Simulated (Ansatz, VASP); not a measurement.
# Li4TaO in VASP and in Ansatz

File INCAR:

```
PREC = Accurate ; ENCUT = 520
EDIFF = 1E-6 ; ISMEAR = 0
SIGMA = 0.1 ; LREAL = False
LASPH = True ; NELM = 150
ALGO = Normal ; ISIF = 2
LWAVE = False ; LCHARG = False
ISPIN = 2 ; MAGMOM = 0 0 0 0 1 0
LORBIT = 11 ; LMAXMIX = 4
GGA = PE ; NBANDS = 28
```

Contents of KPOINTS:

```
regular mesh
0
Gamma
  6 6 4
```

File POSCAR:

```
Li4TaO
1.0
    3.2092816252      0.0000000000      0.0000000000
   -1.6046408126      2.7793194154      0.0000000000
    0.0000000000      0.0000000000      7.3405586059
Li Ta O
4 1 1
Direct
    0.6666666667      0.3333333333      0.3336107784
    0.3333333333      0.6666666667      0.6663892216
    0.3333333333      0.6666666667      0.3336107784
    0.6666666667      0.3333333333      0.6663892216
    0.0000000000      0.0000000000      0.0000000000
    0.0000000000      0.0000000000      0.5000000000
```

Input for Ansatz:

```yaml
crystal:
  lattice:
    - [3.2092816252, 0.0, 0.0]
    - [-1.6046408126, 2.7793194154, 0.0]
    - [0.0, 0.0, 7.3405586059]
  atoms:
    - { symbol: Li, position: [0.6666666667, 0.3333333333, 0.3336107784] }
    - { symbol: Li, position: [0.3333333333, 0.6666666667, 0.6663892216] }
    - { symbol: Li, position: [0.3333333333, 0.6666666667, 0.3336107784] }
    - { symbol: Li, position: [0.6666666667, 0.3333333333, 0.6663892216] }
    - { symbol: Ta, position: [0.0, 0.0, 0.0], spin: 1.0 }
    - { symbol: O, position: [0.0, 0.0, 0.5] }
basis:
  ecutwfc: 420
kpoints:
  mp_grid: { grid: [6, 6, 4] }
hamiltonian:
  xc: pbe
scf:
  occupations: { method: gaussian, width: 0.1 }
  lower_state_search: "off"
output:
  forces: true
  stress: true
  eigenvalues: true
  populations: true
magnetization:
  spin_polarized: true
```

Change from the starting cell: species swapped into the MgAlB4 type (P6/mmm, No. 191).

Alike in both runs: task single point; functional PBE; k mesh 6 × 6 × 4; occupations gaussian, width 0.1 eV; collinear spin.

|  | VASP | Ansatz |
| --- | --- | --- |
| version | VASP 6.6.1 | Ansatz 0.2.0 |
| potentials or method | VASP PAW PBE potentials, release 64 (Li_sv, Ta_pv, O), cutoff 520 eV | scalar-relativistic, plane waves, PAW |
| valence electrons in the cell | 29 | 31 |

|  | VASP | Ansatz | Ansatz less VASP |
| --- | --- | --- | --- |
| gap on the k mesh at the Fermi level (eV) | none | none | - |
| net moment per atom (μB) | 0.00 | 0.00 | 0.000 |

A gap of «none» marks a metal or a gap that the smearing closes. With one functional, cell and mesh, what is left measures potentials, basis and numerics. VASP's potentials hold 29 valence electrons a cell and Ansatz's 31, so a difference there can come from the potentials and not from the codes. Ansatz's warnings: seeded moment not kept.

The k mesh is coarse, so the values compare programs but aren't converged. Spin-orbit coupling is off throughout. Noted on VASP's run: the cutoff is short for stress, so the pressure is rough.
